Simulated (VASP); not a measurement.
# In7MoP8 (F-43m) in VASP: single point with PBEsol+U

Aim: the single point of In7MoP8 with PBEsol+U.

Everything below comes from runs of VASP 6.6.1. Logs are shortened: lines on timing, memory, paths and dates and some standing lists are left out, and cuts for length are marked.

## (1) The cell of the first run

It takes space group F-43m (No. 216, cubic). The conventional cell has a = 11.737 Å, b = 11.737 Å, c = 11.737 Å, α = 90.00°, β = 90.00°, γ = 90.00°. Mo (site symmetry -43m) has 4 P at 2.43 Å within 3.2 Å. In (site symmetry 2mm) has 4 P at 2.54 to 2.58 Å within 3.4 Å. Within 3.4 Å of In (site symmetry -43m) lie 4 P at 2.54 Å. P (site symmetry 3m) has 1 Mo at 2.43 Å and 3 In at 2.58 Å within 3.2 Å. P (site symmetry 3m) has 4 In at 2.54 Å within 3.4 Å.

## (2) Single point, PBEsol+U, collinear spin

INCAR

```
  ALGO = Normal
  EDIFF = 1E-6
  ENCUT = 500
  GGA = PS
  GGA_COMPAT = F
  ISIF = 2
  ISMEAR = 0
  ISPIN = 2
  LASPH = T
  LCHARG = F
  LDAU = T
  LDAUJ = 0 0 0
  LDAUL = 2 -1 -1
  LDAUPRINT = 1
  LDAUTYPE = 2
  LDAUU = 2 0 0
  LMAXMIX = 4
  LORBIT = 11
  LREAL = F
  LWAVE = F
  MAGMOM = 3 0 0 0 0 0 0 0 0 0 0 0 0 0 0 0
  NBANDS = 90
  NELM = 200
  PREC = Accurate
  SIGMA = 0.05
```

KPOINTS

```
k-points
0
Gamma
  3 3 3
```

POSCAR

```
In7MoP8
1.0
    0.0000000000      5.8687000000      5.8687000000
    5.8687000000      0.0000000000      5.8687000000
    5.8687000000      5.8687000000      0.0000000000
Mo In P
1 7 8
Direct
    0.0000000000      0.0000000000      1.0000000000
    0.0002449734      0.0002449734      0.4997550266
    0.0002449734      0.4997550266      0.0002449734
    0.0002449734      0.4997550266      0.4997550266
    0.4997550266      0.0002449734      0.0002449734
    0.4997550266      0.0002449734      0.4997550266
    0.4997550266      0.4997550266      0.0002449734
    0.5000000000      0.5000000000      0.5000000000
    0.1194114702      0.1194114702      0.1194114702
    0.1194114702      0.1194114702      0.6417655894
    0.1194114702      0.6417655894      0.1194114702
    0.1251860380      0.6249379873      0.6249379873
    0.6417655894      0.1194114702      0.1194114702
    0.6249379873      0.1251860380      0.6249379873
    0.6249379873      0.6249379873      0.1251860380
    0.6249379873      0.6249379873      0.6249379873
```

Potentials or basis: VASP PAW PBE potentials, release 64 (Mo_sv, In_d, P).

Launch:

```bash
$ cat potpaw_PBE.64/Mo_sv/POTCAR potpaw_PBE.64/In_d/POTCAR potpaw_PBE.64/P/POTCAR > POTCAR
$ mpirun -np 1 vasp_std > vasp.out
```

OUTCAR:

```text
EDIFF = 1E-6
   ENCUT = 500
   GGA = PS
   ISIF = 2
   ISMEAR = 0
   ISPIN = 2
   LASPH = T
   LORBIT = 11
   LREAL = F
   NELM = 200
   PREC = Accurate

 ion  position               nearest neighbor table
   1  0.000  0.000  0.000-   9 2.43  10 2.43  11 2.43  13 2.43
   2  0.000  0.000  0.500-  12 2.54  14 2.54   9 2.58  10 2.58
   3  0.000  0.500  0.000-  12 2.54  15 2.54   9 2.58  11 2.58
   4  0.000  0.500  0.500-  12 2.54  16 2.54  10 2.58  11 2.58
   5  0.500  0.000  0.000-  14 2.54  15 2.54   9 2.58  13 2.58
   6  0.500  0.000  0.500-  14 2.54  16 2.54  10 2.58  13 2.58
[... 8 lines left out ...]
  15  0.625  0.625  0.125-   8 2.54   7 2.54   3 2.54   5 2.54
  16  0.625  0.625  0.625-   8 2.54   6 2.54   7 2.54   4 2.54

  LATTYP: Found a face centered cubic cell.
 ALAT       =    11.7374000000

  Lattice vectors:

 A1 = (   0.0000000000,   5.8687000000,   5.8687000000)
 A2 = (   5.8687000000,   0.0000000000,   5.8687000000)
 A3 = (   5.8687000000,   5.8687000000,   0.0000000000)

Analysis of symmetry for initial positions (statically):
=====================================================================
 Subroutine PRICEL returns:
 Original cell was already a primitive cell.

 Routine SETGRP: Setting up the symmetry group for a
 face centered cubic supercell.

 Subroutine GETGRP returns: Found 24 space group operations
 (whereof 24 operations were pure point group operations)
 out of a pool of 48 trial point group operations.

The static configuration has the point symmetry T_d .

Analysis of symmetry for dynamics (positions and initial velocities):
=====================================================================
 Subroutine PRICEL returns:
 Original cell was already a primitive cell.

 Routine SETGRP: Setting up the symmetry group for a
 face centered cubic supercell.

 Subroutine GETGRP returns: Found 24 space group operations
 (whereof 24 operations were pure point group operations)
 out of a pool of 48 trial point group operations.

The dynamic configuration has the point symmetry T_d .

Analysis of structural, dynamic, and magnetic symmetry:
=====================================================================
 Subroutine PRICEL returns:
 Original cell was already a primitive cell.

 Routine SETGRP: Setting up the symmetry group for a
 face centered cubic supercell.

 Subroutine GETGRP returns: Found 24 space group operations
[... 189 lines left out ...]
  ---------------------------------------------------
  ext. energy  EPLUGINS =         0.00000000
  ---------------------------------------------------
  free energy    TOTEN  =       -77.85189842 eV

  energy without entropy =      -77.85009588  energy(sigma->0) =      -77.85099715

 E-fermi :   5.6893     XC(G=0):  -9.4890

 val. band max:        5.6842909536   @ k =   0.0000   0.0000   0.0000
 cond. band min:       5.7470631583   @ k =   0.0000   0.0000   0.0000
 fundamental gap:      0.0627722047
 Fermi energy:         5.6893426977

 spin component 1

 k-point     1 :       0.0000    0.0000    0.0000
  band No.  band energies     occupation
      1     -56.2910      1.00000
      2     -30.4971      1.00000
      3     -30.4971      1.00000
      4     -30.4971      1.00000
      5      -9.3198      1.00000
      6      -9.3198      1.00000
[... 337 lines left out ...]
     83       8.6659      0.00000
     84       8.6710      0.00000
 Fermi energy:         5.6893426977

 spin component 2

 k-point     1 :       0.0000    0.0000    0.0000
  band No.  band energies     occupation
      1     -54.9322      1.00000
      2     -29.0015      1.00000
      3     -29.0015      1.00000
      4     -29.0015      1.00000
      5      -9.3087      1.00000
      6      -9.3087      1.00000
[... 337 lines left out ...]
     83       8.7979      0.00000
     84       8.8046      0.00000
 [bands above 84 left out]

------------------------ aborting loop because EDIFF is reached ----------------------------------------

  FORCE on cell =-STRESS in cart. coord.  units (eV):
  Direction    XX          YY          ZZ          XY          YZ          ZX
  --------------------------------------------------------------------------------------
  -------------------------------------------------------------------------------------
  Total       -1.9426069     -1.9426069     -1.9426069     -0.0000000      0.0000000      0.0000000
  in kB       -7.6990971     -7.6990971     -7.6990971     -0.0000000      0.0000000      0.0000000
  external PRESSURE =      -7.6990971 kB  Pullay stress =       0.0000000 kB

 VOLUME and BASIS-vectors are now :
 -----------------------------------------------------------------------------
  energy-cutoff  :      500.00
  volume of cell :      404.26
      direct lattice vectors                 reciprocal lattice vectors
     0.000000000  5.868700000  5.868700000    -0.085197744  0.085197744  0.085197744
     5.868700000  0.000000000  5.868700000     0.085197744 -0.085197744  0.085197744
     5.868700000  5.868700000  0.000000000     0.085197744  0.085197744 -0.085197744

 POSITION                                       TOTAL-FORCE (eV/Angst)
 -----------------------------------------------------------------------------------
      0.00000      0.00000      0.00000        -0.000000     -0.000000     -0.000000
      2.93435      2.93435      0.00288        -0.000000     -0.000000     -0.026489
      2.93435      0.00288      2.93435        -0.000000     -0.026489     -0.000000
      5.86582      2.93435      2.93435         0.026489     -0.000000     -0.000000
      0.00288      2.93435      2.93435        -0.026489     -0.000000     -0.000000
      2.93435      5.86582      2.93435        -0.000000      0.026489     -0.000000
[... 8 lines left out ...]
      4.40225      4.40225      7.33515         0.001678      0.001678     -0.001678
      7.33515      7.33515      7.33515        -0.001678     -0.001678     -0.001678
 -----------------------------------------------------------------------------------
    total drift:                               -0.000001     -0.000001     -0.000001

  FREE ENERGIE OF THE ION-ELECTRON SYSTEM (eV)
  ---------------------------------------------------
  free  energy   TOTEN  =       -77.8518984220 eV

  energy  without entropy=      -77.8500958807  energy(sigma->0) =      -77.85099715

 total charge

# of ion       s       p       d       tot
------------------------------------------
    1        2.322   6.128   3.874  12.325
    2        0.840   0.739   9.895  11.474
    3        0.840   0.739   9.895  11.474
    4        0.840   0.739   9.895  11.474
    5        0.840   0.739   9.895  11.474
    6        0.840   0.739   9.895  11.474
[... 8 lines left out ...]
   15        1.029   1.475   0.000   2.504
   16        1.029   1.475   0.000   2.504
--------------------------------------------------
tot         16.448  23.069  73.145 112.662

 magnetization (x)

# of ion       s       p       d       tot
------------------------------------------
    1        0.034   0.032   2.104   2.170
    2        0.025   0.016   0.001   0.041
    3        0.025   0.016   0.001   0.041
    4        0.025   0.016   0.001   0.041
    5        0.025   0.016   0.001   0.041
    6        0.025   0.016   0.001   0.041
[... 8 lines left out ...]
   15        0.003   0.003   0.000   0.006
   16        0.003   0.003   0.000   0.006
--------------------------------------------------
tot          0.203  -0.012   2.108   2.299
```

OSZICAR:

```text
N       E                     dE             d eps       ncg     rms          rms(c)
DAV:   1     0.160165760751E+04    0.16017E+04   -0.61172E+04  1440   0.177E+03
DAV:   2     0.188227484151E+03   -0.14134E+04   -0.13696E+04  1440   0.496E+02
DAV:   3    -0.596297981196E+02   -0.24786E+03   -0.23516E+03  1650   0.213E+02
DAV:   4    -0.803754802587E+02   -0.20746E+02   -0.20268E+02  1816   0.588E+01
DAV:   5    -0.811827389395E+02   -0.80726E+00   -0.80269E+00  1904   0.114E+01    0.223E+01
DAV:   6    -0.782382375480E+02    0.29445E+01   -0.14228E+01  1840   0.193E+01    0.110E+01
DAV:   7    -0.779521458805E+02    0.28609E+00   -0.36940E+00  2008   0.716E+00    0.758E+00
DAV:   8    -0.778749381234E+02    0.77208E-01   -0.52057E-01  1776   0.246E+00    0.329E+00
DAV:   9    -0.778537063955E+02    0.21232E-01   -0.12399E-01  1928   0.124E+00    0.170E+00
DAV:  10    -0.778508172421E+02    0.28892E-02   -0.20472E-02  1912   0.661E-01    0.704E-01
DAV:  11    -0.778516731395E+02   -0.85590E-03   -0.38683E-03  1792   0.232E-01    0.269E-01
DAV:  12    -0.778517854259E+02   -0.11229E-03   -0.85362E-04  1944   0.175E-01    0.142E-01
DAV:  13    -0.778518620759E+02   -0.76650E-04   -0.22952E-04  1824   0.448E-02    0.647E-02
DAV:  14    -0.778518922982E+02   -0.30222E-04   -0.43023E-05  1784   0.410E-02    0.176E-02
DAV:  15    -0.778518967815E+02   -0.44833E-05   -0.10988E-05  1448   0.101E-02    0.804E-03
DAV:  16    -0.778518981255E+02   -0.13441E-05   -0.11376E-06  1064   0.549E-03    0.311E-03
DAV:  17    -0.778518984220E+02   -0.29649E-06   -0.55855E-07   936   0.454E-03
   1 F= -.77851898E+02 E0= -.77850997E+02  d E =-.180254E-02  mag=     2.9962
```

It took 11 min on 1 thread of AMD EPYC 7R43 (Zen 3), shared host; peak memory 0.8 GiB.

What came out:

```yaml
Free_energy: -77.8519 eV
Pressure: -0.8 GPa
Largest_force: 0.066 eV/Å
Band_gap_on_the_k_mesh: 0.06 eV
Net_moment: 3.00 μB per cell
Site_moments: Mo +2.17; In +0.04, +0.00 (each value once); P -0.04, +0.01 (each value once) μB
Valence_electrons_inside_the_program's_atomic_spheres: Mo 12.32; In 11.47, 11.50 (each value once); P 2.49, 2.50 (each value once)
```

Forces on the atoms (eV/Å):
```
Mo   0.000  0.000  0.000
In   0.000  0.000 -0.026
In   0.000 -0.026  0.000
In   0.026  0.000  0.000
In  -0.026  0.000  0.000
In   0.000  0.026  0.000
In   0.000  0.000  0.026
In   0.000  0.000  0.000
P   -0.038 -0.038 -0.038
P    0.038  0.038 -0.038
P    0.038 -0.038  0.038
P   -0.002  0.002  0.002
P   -0.038  0.038  0.038
P    0.002 -0.002  0.002
P    0.002  0.002 -0.002
P   -0.002 -0.002 -0.002
```

Levels at points of the mesh, in eV from the valence-band top:
Spin up:
```
           k point  band 70  band 71  band 72  band 73  band 74  band 75  band 76  band 77  band 78  band 79
(0.00, 0.00, 0.00)    -1.08    -1.08    -1.03    -1.03     0.00     0.60     0.60     0.60     0.83     0.83
```
Spin down:
```csv
k point,band 67,band 68,band 69,band 70,band 71,band 72,band 73,band 74,band 75,band 76
"(0.00, 0.00, 0.00)",-1.68,-1.68,-1.01,-1.01,-1.01,0.06,0.15,0.15,0.73,0.73
```

Eigenvalues of the final occupation matrices:
```tsv
site	spin	trace	eigenvalues
site 1 d	1	3.02	0.51 0.51 0.51 0.75 0.75
site 1 d	2	0.90	0.08 0.08 0.25 0.25 0.25
```

Caveat: semilocal functionals underestimate gaps, and a narrow one can read as zero; the PAW data sets were made with another functional, which shifts forces and pressure a little; spin-orbit coupling is left out, which moves the levels of the heavy elements; an odd mesh through Γ misses points on the zone boundary, where band edges can lie; the U is typed as a test and isn't derived for this compound.
